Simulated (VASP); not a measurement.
Ba2Sb2Rh2O, 14 atoms in the cell. The typed cell holds 14 atoms: a = 4.735 Å, b = 4.725 Å, c = 20.110 Å, α = 90.07°, β = 90.00°, γ = 120.14°. 

- Program: VASP 6.6.1
- Task: single point
- Functional: PBE
- Potentials or basis: VASP PAW PBE potentials, release 64 (O, Sb, Ba_sv, Rh_pv)
- Cutoff: 520 eV
- k mesh: 5 × 5 × 1, shifted
- Occupations: fermi-dirac, width 0.1 eV
- Spin: no spin polarisation
- Dipole correction: no
- Further INCAR settings: ALGO = Normal; EDIFF = 1e-06; NBANDS = 79

Potentials or basis: VASP PAW PBE potentials, release 64 (O, Sb, Ba_sv, Rh_pv).

The run is started by

```console
$ cat potpaw_PBE.64/O/POTCAR potpaw_PBE.64/Sb/POTCAR potpaw_PBE.64/Ba_sv/POTCAR potpaw_PBE.64/Rh_pv/POTCAR > POTCAR
$ mpirun -np 1 vasp_std > vasp.out
```

Hardware: 1 thread of Intel(R) Xeon(R) 6975P-C (Granite Rapids) (shared host).

Problem. Estimate the wall time of this run.

Solution. Run time: 7.3 min on 1 thread of Intel(R) Xeon(R) 6975P-C (Granite Rapids), with other jobs on the host, peak memory 0.67 GiB. Counts: scf iterations 23, k points 13.
